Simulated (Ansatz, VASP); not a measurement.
## Cu in VASP and in Ansatz

```
Cu
1.0
     2.56651    0.00000    0.00000
    -1.28326    2.22267    0.00000
     0.00000    0.00000   26.47770
Cu
6
Direct
  0.16667 0.33333 0.30284
  0.50000 0.00000 0.38132
  0.83333 0.66667 0.46032
  0.16667 0.33333 0.53968
  0.50000 0.00000 0.61868
  0.83333 0.66667 0.69716
```

Alike in both runs: functional PBE; k mesh 15 × 15 × 1; occupations fermi-dirac, width 0.1 eV; no spin polarisation.

Ansatz relaxed the structure, and its values are those at the end. VASP's run is a single point on that final structure, the one shown.

```csv
,VASP,Ansatz
version,VASP 6.6.1,Ansatz 0.2.0
potentials or method,"VASP PAW PBE potentials, release 64 (Cu)","PAW with Ansatz's default frozen-core files, scalar-relativistic"
plane-wave cutoff (eV),520,420
valence electrons in the cell,66,114
```

Ansatz gave:

```
rms of the force components (eV/Å) : 0.000
```

Q: Which values does VASP return?

A: rms of the force components (eV/Å): 0.007.

VASP's potentials hold 66 valence electrons a cell and Ansatz's 114, so a difference there can come from the potentials and not from the codes. Ansatz's warnings: stress scf threshold loose, xc potential rough in thin density.
